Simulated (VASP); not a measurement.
# Ru (P6_3/mmc) in VASP: further runs, part 2 of 3

VASP 6.6.1. The steps go on from the part before.

## (3) Single point, r2SCAN

Input file POSCAR:

```
Ru
1.0
    2.7059477279      0.0000000000      0.0000000000
   -1.3529738639      2.3434194737      0.0000000000
    0.0000000000      0.0000000000      4.2579056513
Ru
2
Direct
    0.3333333333      0.6666666667      0.2500000000
    0.6666666667      0.3333333333      0.7500000000
```

Input file INCAR.step1:

```
SYSTEM = Ru
ALGO = Normal
EDIFF = 1E-4
ENCUT = 520
GGA = PE
ISMEAR = 0
LASPH = .True.
LCHARG = .False.
LREAL = .False.
LWAVE = .True.
NBANDS = 21
NELM = 100
PREC = Accurate
SIGMA = 0.2
```

Input file INCAR.step2:

```
SYSTEM = Ru
ALGO = Normal
EDIFF = 1E-6
ENCUT = 520
ISIF = 2
ISMEAR = 0
ISTART = 1
LASPH = .True.
LCHARG = .False.
LMIXTAU = .True.
LREAL = .False.
LWAVE = .False.
METAGGA = R2SCAN
NBANDS = 21
NELM = 100
PREC = Accurate
SIGMA = 0.2
```

Input file KPOINTS:

```
k-points
0
Gamma
  13 13 8
  0 0 0
```

Potentials or basis: VASP PAW PBE potentials, release 64 (Ru_pv).

The run is started by

```
$ cat potpaw_PBE.64/Ru_pv/POTCAR > POTCAR
$ cp INCAR.step1 INCAR
$ mpirun -np 1 vasp_std > vasp.out
$ cp INCAR.step2 INCAR
$ mpirun -np 1 vasp_std > vasp.out
```

OUTCAR:

```text
SYSTEM = Ru
   EDIFF = 1E-6
   ENCUT = 520
   ISIF = 2
   ISMEAR = 0
   ISTART = 1
   LASPH = .True.
   LREAL = .False.
   METAGGA = R2SCAN
   NELM = 100
   PREC = Accurate

 ion  position               nearest neighbor table
   1  0.333  0.667  0.250-   2 2.64   2 2.64   2 2.64   2 2.64   2 2.64   2 2.64
   2  0.667  0.333  0.750-   1 2.64   1 2.64   1 2.64   1 2.64   1 2.64   1 2.64

  LATTYP: Found a hexagonal cell.
 ALAT       =     2.7059477279
 C/A-ratio  =     1.5735358105

  Lattice vectors:

 A1 = (   2.7059477279,   0.0000000000,   0.0000000000)
 A2 = (  -1.3529738639,   2.3434194737,   0.0000000000)
 A3 = (   0.0000000000,   0.0000000000,   4.2579056513)

Analysis of symmetry for initial positions (statically):
=====================================================================
 Subroutine PRICEL returns:
 Original cell was already a primitive cell.

 Routine SETGRP: Setting up the symmetry group for a
 hexagonal supercell.

 Subroutine GETGRP returns: Found 24 space group operations
 (whereof 12 operations were pure point group operations)
 out of a pool of 24 trial point group operations.

The static configuration has the point symmetry D_3d.
 The point group associated with its full space group is D_6h.

Analysis of symmetry for dynamics (positions and initial velocities):
=====================================================================
 Subroutine PRICEL returns:
 Original cell was already a primitive cell.

 Routine SETGRP: Setting up the symmetry group for a
 hexagonal supercell.

 Subroutine GETGRP returns: Found 24 space group operations
 (whereof 12 operations were pure point group operations)
 out of a pool of 24 trial point group operations.

The dynamic configuration has the point symmetry D_3d.
 The point group associated with its full space group is D_6h.

 Subroutine INISYM returns: Found 24 space group operations
 (whereof 12 operations are pure point group operations),
 and found     1 'primitive' translations

----------------------------------------------------------------------------------------
[... 112 lines left out ...]
     AMIX     =   0.40;   BMIX     =  1.00
     AMIX_MAG =   1.60;   BMIX_MAG =  1.00
  volume/ion in A,a.u.               =      13.50        91.10
  Fermi-wavevector in a.u.,A,eV,Ry     =   1.657063  3.131395 37.359663  2.745858
  Thomas-Fermi vector in A             =   2.744880
   LORBIT       =      0    0 simple, 1 ext, 2 COOP (PROOUT), +10 PAW based schemes
   METAGGA = R2SCAN    functional components
   LHFCALC =     F    Hartree Fock is set to
   AEXX    =    0.0000 exact exchange contribution
   IVDW    =     0    specifies the selected vdW correction
   LEPSILON=     F    determine dielectric tensor
   LRPA    =     F    only Hartree local field effects (RPA)
 non-spin polarized calculation
 Gauss-broadening in eV      SIGMA  =   0.20
  energy-cutoff  :      520.00
  volume of cell :       27.00
 maximum number of plane-waves:       743
 NGX is ok and might be reduce to    20
   NGX =  9   NGY =  9   NGZ = 15

 number of electron      28.0000003 magnetization

 Free energy of the ion-electron system (eV)
  ---------------------------------------------------
  ext. energy  EPLUGINS =         0.00000000
  ---------------------------------------------------
  free energy    TOTEN  =       -50.87017483 eV

  energy without entropy =      -50.83909835  energy(sigma->0) =      -50.85463659

 E-fermi :  12.8735     XC(G=0): -15.4483

 val. band max:       12.8714245087   @ k =   0.0769   0.0000   0.3750
 cond. band min:      12.8797047014   @ k =   0.2308   0.0769   0.2500
 fundamental gap:      0.0082801927
 Fermi energy:        12.8734760045

 k-point     1 :       0.0000    0.0000    0.0000
  band No.  band energies     occupation
      1     -32.2864      2.00000
      2     -31.2616      2.00000
      3     -31.2616      2.00000
      4     -31.0699      2.00000
      5     -31.0699      2.00000
      6     -31.0154      2.00000
[... 565 lines left out ...]
     20      21.2372      0.00000
     21      24.5670      0.00000

 [... further k-points ...]

------------------------ aborting loop because EDIFF is reached ----------------------------------------

  FORCE on cell =-STRESS in cart. coord.  units (eV):
  Direction    XX          YY          ZZ          XY          YZ          ZX
  --------------------------------------------------------------------------------------
  -------------------------------------------------------------------------------------
  Total        0.2464478      0.2464478      0.2372485      0.0000000      0.0000000     -0.0000000
  in kB       14.6241294     14.6241294     14.0782451      0.0000000      0.0000000     -0.0000000
  external PRESSURE =      14.4421680 kB  Pullay stress =       0.0000000 kB

 VOLUME and BASIS-vectors are now :
 -----------------------------------------------------------------------------
  energy-cutoff  :      520.00
  volume of cell :       27.00
      direct lattice vectors                 reciprocal lattice vectors
     2.705947728  0.000000000  0.000000000     0.369556289  0.213363423  0.000000000
    -1.352973864  2.343419474  0.000000000     0.000000000  0.426726846  0.000000000
     0.000000000  0.000000000  4.257905651     0.000000000  0.000000000  0.234857247

 POSITION                                       TOTAL-FORCE (eV/Angst)
 -----------------------------------------------------------------------------------
     -0.00000      1.56228      1.06448         0.000000      0.000000      0.000000
      1.35297      0.78114      3.19343        -0.000000     -0.000000      0.000000
 -----------------------------------------------------------------------------------
    total drift:                               -0.000000      0.000000     -0.000000

  FREE ENERGIE OF THE ION-ELECTRON SYSTEM (eV)
  ---------------------------------------------------
  free  energy   TOTEN  =       -50.8701748278 eV

  energy  without entropy=      -50.8390983473  energy(sigma->0) =      -50.85463659
```

OUTCAR.step1:

```text
SYSTEM = Ru
   EDIFF = 1E-4
   ENCUT = 520
   GGA = PE
   ISMEAR = 0
   LASPH = .True.
   LREAL = .False.
[... 800 lines left out ...]
     -0.00000      1.56228      1.06448         0.000000     -0.000000      0.000000
      1.35297      0.78114      3.19343        -0.000000      0.000000      0.000000
 -----------------------------------------------------------------------------------
    total drift:                               -0.000000      0.000000     -0.000000

  FREE ENERGIE OF THE ION-ELECTRON SYSTEM (eV)
  ---------------------------------------------------
  free  energy   TOTEN  =       -18.4723709760 eV

  energy  without entropy=      -18.4397385885  energy(sigma->0) =      -18.45605478
```

OSZICAR.step1:

```text
N       E                     dE             d eps       ncg     rms          rms(c)
DAV:   1     0.286244723706E+03    0.28624E+03   -0.17576E+04  4418   0.148E+03
DAV:   2    -0.140073376505E+02   -0.30025E+03   -0.29115E+03  4530   0.444E+02
DAV:   3    -0.197693042791E+02   -0.57620E+01   -0.57245E+01  5200   0.687E+01
DAV:   4    -0.198123130584E+02   -0.43009E-01   -0.42955E-01  5473   0.573E+00
DAV:   5    -0.198128903131E+02   -0.57725E-03   -0.57348E-03  5032   0.583E-01    0.180E+01
DAV:   6    -0.185576368756E+02    0.12553E+01   -0.28167E+00  5080   0.164E+01    0.492E+00
DAV:   7    -0.184799696954E+02    0.77667E-01   -0.42589E-01  5095   0.488E+00    0.107E+00
DAV:   8    -0.184727482871E+02    0.72214E-02   -0.17991E-02  4790   0.110E+00    0.345E-01
DAV:   9    -0.184723614951E+02    0.38679E-03   -0.83263E-04  5035   0.308E-01    0.341E-02
DAV:  10    -0.184723709760E+02   -0.94809E-05   -0.55406E-05  2875   0.780E-02
   1 F= -.18472371E+02 E0= -.18456055E+02  d E =-.326324E-01
```

It took 2.3 min on 1 thread of Intel Xeon Platinum 8559C (Emerald Rapids), shared host; peak memory 0.17 GiB.

What came out:

```yaml
Free_energy: -50.8702 eV
Pressure: 1.4 GPa
Band_gap_on_the_k_mesh: zero (bands 14 and 15 overlap by 3.25 eV)
```

Levels at points of the mesh, in eV from the Fermi level:
| k point | band 11 | band 12 | band 13 | band 14 | band 15 | band 16 | band 17 | band 18 |
| --- | --- | --- | --- | --- | --- | --- | --- | --- |
| (0.00, 0.00, 0.00) | -2.52 | -2.05 | -2.05 | -1.56 | -1.56 | 1.20 | 1.20 | 1.39 |
| (0.00, 0.00, 0.50) | -2.97 | -2.97 | -2.85 | -2.85 | 0.53 | 0.53 | 0.53 | 0.53 |

Caveat: the PAW data sets were made with another functional, which shifts forces and pressure a little.

## (4) Single point, r2SCAN

POSCAR is that of step 3.

Input file INCAR.step1:

```
SYSTEM = Ru
PREC = Accurate ; ENCUT = 520
ISMEAR = 0 ; SIGMA = 0.3
LREAL = .FALSE. ; LASPH = .TRUE.
NELM = 100 ; NBANDS = 21
GGA = PE ; ALGO = Normal
EDIFF = 1E-4 ; LWAVE = .TRUE.
LCHARG = .FALSE.
```

Input file INCAR.step2:

```
SYSTEM = Ru
PREC = Accurate ; ENCUT = 520
EDIFF = 1E-7 ; ISMEAR = 0
SIGMA = 0.3 ; LREAL = .FALSE.
LASPH = .TRUE. ; NELM = 100
ALGO = Normal ; ISIF = 2
LWAVE = .FALSE. ; LCHARG = .FALSE.
METAGGA = R2SCAN ; LMIXTAU = .TRUE.
NBANDS = 21 ; ISTART = 1
```

Input file KPOINTS:

```
Automatic mesh
0
G
  13 13 8
  0 0 0
```

Potentials or basis: VASP PAW PBE potentials, release 64 (Ru_pv).

The run is started by

```
$ cat potpaw_PBE.64/Ru_pv/POTCAR > POTCAR
$ cp INCAR.step1 INCAR
$ mpirun -np 1 vasp_std > vasp.out
$ cp INCAR.step2 INCAR
$ mpirun -np 1 vasp_std > vasp.out
```

OUTCAR:

```text
SYSTEM = Ru
   PREC = Accurate
   ENCUT = 520
   EDIFF = 1E-7
   ISMEAR = 0
   LREAL = .FALSE.
   LASPH = .TRUE.
   NELM = 100
   ISIF = 2
   METAGGA = R2SCAN
   ISTART = 1

 ion  position               nearest neighbor table
   1  0.333  0.667  0.250-   2 2.64   2 2.64   2 2.64   2 2.64   2 2.64   2 2.64
   2  0.667  0.333  0.750-   1 2.64   1 2.64   1 2.64   1 2.64   1 2.64   1 2.64

  LATTYP: Found a hexagonal cell.
 ALAT       =     2.7059477279
 C/A-ratio  =     1.5735358105

  Lattice vectors:

 A1 = (   2.7059477279,   0.0000000000,   0.0000000000)
 A2 = (  -1.3529738639,   2.3434194737,   0.0000000000)
 A3 = (   0.0000000000,   0.0000000000,   4.2579056513)

Analysis of symmetry for initial positions (statically):
=====================================================================
 Subroutine PRICEL returns:
 Original cell was already a primitive cell.

 Routine SETGRP: Setting up the symmetry group for a
 hexagonal supercell.

 Subroutine GETGRP returns: Found 24 space group operations
 (whereof 12 operations were pure point group operations)
 out of a pool of 24 trial point group operations.

The static configuration has the point symmetry D_3d.
 The point group associated with its full space group is D_6h.

Analysis of symmetry for dynamics (positions and initial velocities):
=====================================================================
 Subroutine PRICEL returns:
 Original cell was already a primitive cell.

 Routine SETGRP: Setting up the symmetry group for a
 hexagonal supercell.

 Subroutine GETGRP returns: Found 24 space group operations
 (whereof 12 operations were pure point group operations)
 out of a pool of 24 trial point group operations.

The dynamic configuration has the point symmetry D_3d.
 The point group associated with its full space group is D_6h.

 Subroutine INISYM returns: Found 24 space group operations
[... 106 lines left out ...]
   TEBEG  =    0.0;   TEEND  =   0.0 temperature during run
   PSTRESS=    0.0 pullay stress
   NELECT =      28.0000    total number of electrons
   NUPDOWN=      -1.0000    fix difference up-down
   EMIN   =  10.00;   EMAX   =-10.00  energy-range for DOS
   EFERMI =   0.00;   METHOD = LEGACY
   ISMEAR =     0;   SIGMA  =   0.30  broadening in eV -4-tet -1-fermi 0-gaus
   EFERMI_NEDOS =   21; number of points for ismear=-14 and -15
   IALGO  =     38    algorithm
   IMIX   =      4    mixing-type and parameters
     AMIX     =   0.40;   BMIX     =  1.00
     AMIX_MAG =   1.60;   BMIX_MAG =  1.00
  volume/ion in A,a.u.               =      13.50        91.10
  Fermi-wavevector in a.u.,A,eV,Ry     =   1.657063  3.131395 37.359663  2.745858
  Thomas-Fermi vector in A             =   2.744880
   LORBIT       =      0    0 simple, 1 ext, 2 COOP (PROOUT), +10 PAW based schemes
   METAGGA = R2SCAN    functional components
   LHFCALC =     F    Hartree Fock is set to
   AEXX    =    0.0000 exact exchange contribution
   IVDW    =     0    specifies the selected vdW correction
   LEPSILON=     F    determine dielectric tensor
   LRPA    =     F    only Hartree local field effects (RPA)
 non-spin polarized calculation
 Gauss-broadening in eV      SIGMA  =   0.30
  energy-cutoff  :      520.00
  volume of cell :       27.00
 maximum number of plane-waves:       743
 NGX is ok and might be reduce to    20
   NGX =  9   NGY =  9   NGZ = 15

 number of electron      28.0000003 magnetization

 Free energy of the ion-electron system (eV)
  ---------------------------------------------------
  ext. energy  EPLUGINS =         0.00000000
  ---------------------------------------------------
  free energy    TOTEN  =       -50.88975450 eV

  energy without entropy =      -50.81891098  energy(sigma->0) =      -50.85433274

 E-fermi :  12.8646     XC(G=0): -15.4478

 val. band max:       12.8238318653   @ k =   0.4615   0.0769   0.2500
 cond. band min:      12.8729084730   @ k =   0.0769   0.0000   0.3750
 fundamental gap:      0.0490766076
 Fermi energy:        12.8645789504

 k-point     1 :       0.0000    0.0000    0.0000
  band No.  band energies     occupation
      1     -32.2847      2.00000
      2     -31.2593      2.00000
      3     -31.2593      2.00000
      4     -31.0676      2.00000
      5     -31.0676      2.00000
      6     -31.0135      2.00000
[... 565 lines left out ...]
     20      21.2402      0.00000
     21      24.5676      0.00000

 [... further k-points ...]
[... 5 lines left out ...]
  --------------------------------------------------------------------------------------
  -------------------------------------------------------------------------------------
  Total        0.2528091      0.2528091      0.3164729      0.0000000      0.0000000      0.0000000
  in kB       15.0016073     15.0016073     18.7793971      0.0000000      0.0000000      0.0000000
  external PRESSURE =      16.2608706 kB  Pullay stress =       0.0000000 kB

 VOLUME and BASIS-vectors are now :
 -----------------------------------------------------------------------------
  energy-cutoff  :      520.00
  volume of cell :       27.00
      direct lattice vectors                 reciprocal lattice vectors
     2.705947728  0.000000000  0.000000000     0.369556289  0.213363423  0.000000000
    -1.352973864  2.343419474  0.000000000     0.000000000  0.426726846  0.000000000
     0.000000000  0.000000000  4.257905651     0.000000000  0.000000000  0.234857247

 POSITION                                       TOTAL-FORCE (eV/Angst)
 -----------------------------------------------------------------------------------
     -0.00000      1.56228      1.06448         0.000000      0.000000      0.000000
      1.35297      0.78114      3.19343        -0.000000      0.000000      0.000000
 -----------------------------------------------------------------------------------
    total drift:                               -0.000000      0.000000     -0.000000

  FREE ENERGIE OF THE ION-ELECTRON SYSTEM (eV)
  ---------------------------------------------------
  free  energy   TOTEN  =       -50.8897545029 eV

  energy  without entropy=      -50.8189109817  energy(sigma->0) =      -50.85433274
```

OSZICAR.step1:

```text
N       E                     dE             d eps       ncg     rms          rms(c)
DAV:   1     0.286230038852E+03    0.28623E+03   -0.17576E+04  4418   0.148E+03
DAV:   2    -0.140247445253E+02   -0.30025E+03   -0.29115E+03  4530   0.444E+02
DAV:   3    -0.197866733412E+02   -0.57619E+01   -0.57243E+01  5200   0.687E+01
DAV:   4    -0.198296699239E+02   -0.42997E-01   -0.42943E-01  5473   0.572E+00
DAV:   5    -0.198302468384E+02   -0.57691E-03   -0.57312E-03  5032   0.583E-01    0.180E+01
DAV:   6    -0.185781845062E+02    0.12521E+01   -0.28140E+00  5080   0.164E+01    0.495E+00
DAV:   7    -0.185004827232E+02    0.77702E-01   -0.42584E-01  5100   0.488E+00    0.108E+00
DAV:   8    -0.184932717218E+02    0.72110E-02   -0.18050E-02  4795   0.110E+00    0.350E-01
DAV:   9    -0.184928780218E+02    0.39370E-03   -0.84235E-04  5030   0.310E-01    0.340E-02
DAV:  10    -0.184928877671E+02   -0.97453E-05   -0.56288E-05  2880   0.786E-02
   1 F= -.18492888E+02 E0= -.18455800E+02  d E =-.741750E-01
```

Wall time 2.3 min (1 thread of Intel Xeon Platinum 8559C (Emerald Rapids), shared host); peak memory 0.17 GiB.

Results:

```yaml
Free_energy: -50.8898 eV
Pressure: 1.6 GPa
Band_gap_on_the_k_mesh: zero (bands 14 and 15 overlap by 3.25 eV)
```

Levels at points of the mesh, in eV from the Fermi level:
```tsv
k point	band 12	band 13	band 14	band 15	band 16	band 17
(0.00, 0.00, 0.00)	-2.04	-2.04	-1.55	-1.55	1.21	1.21
(0.00, 0.00, 0.50)	-2.96	-2.84	-2.84	0.54	0.54	0.54
```

Caveat: so wide a smearing shifts energies and pressures; the PAW data sets were made with another functional, which shifts forces and pressure a little.

(Continued in part 3 of 3.)

The gap in the log of VASP goes by the Fermi energy; the results here count the filled bands.